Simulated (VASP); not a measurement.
Write the native input for VASP 6.6.1 that does the following.

```yaml
Task: single point
Functional: PBE
Potentials_or_basis: VASP PAW PBE potentials, release 64 (Y_sv, Al)
Cutoff: 520 eV
k_mesh: 12 × 12 × 1
Occupations: gaussian, width 0.1 eV
Spin: no spin polarisation
Dipole_correction: yes
Further_INCAR_settings: ALGO = Normal; EDIFF = 1e-06; NBANDS = 18
```

The structure of YAl3 lies in POSCAR:

```
YAl3
1.0
    4.0251043785      0.0000000000      0.0000000000
    0.0000000000      4.0251043785      0.0000000000
    0.0000000000      0.0000000000     28.0400305200
Y Al
1 3
Direct
    0.0000000000      0.0000000000      0.2525710030
    0.5000000000      0.5000000000      0.2760125532
    0.5000000000      0.0000000000      0.3419843095
    0.0000000000      0.5000000000      0.3419843095
```

One way to write it, as run:

INCAR

```
PREC     = Accurate       # precision mode
ENCUT    = 520            # plane-wave cutoff, eV
EDIFF    = 1E-6           # SCF threshold, eV
ISMEAR   = 0              # smearing method
SIGMA    = 0.1            # smearing width, eV
LREAL    = False          # projectors in reciprocal space
LASPH    = True           # aspherical terms in the spheres
NELM     = 80             # most SCF steps
ALGO     = Normal         # electronic algorithm
ISIF     = 2              # what is computed and relaxed
LWAVE    = False          # write WAVECAR
LCHARG   = False          # write CHGCAR
LDIPOL   = True         
IDIPOL   = 3            
DIPOL    = 0.5 0.5 0.303
GGA      = PE             # functional
NBANDS   = 18             # bands
```

KPOINTS

```
regular mesh
0
Gamma
  12 12 1
```

Potentials or basis: VASP PAW PBE potentials, release 64 (Y_sv, Al).

Command:

```bash
$ cat potpaw_PBE.64/Y_sv/POTCAR potpaw_PBE.64/Al/POTCAR > POTCAR
$ mpirun -np 1 vasp_std > vasp.out
```

It gave:

```json
{"Band gap on the k mesh": "zero (band 10 reaches -1.84 eV, above the bottom of band 11 at -2.07 eV)"}
```

It took 4.4 min on 1 thread of Intel(R) Xeon(R) Platinum 8488C (Sapphire Rapids), on a shared host, peak memory 0.61 GiB.
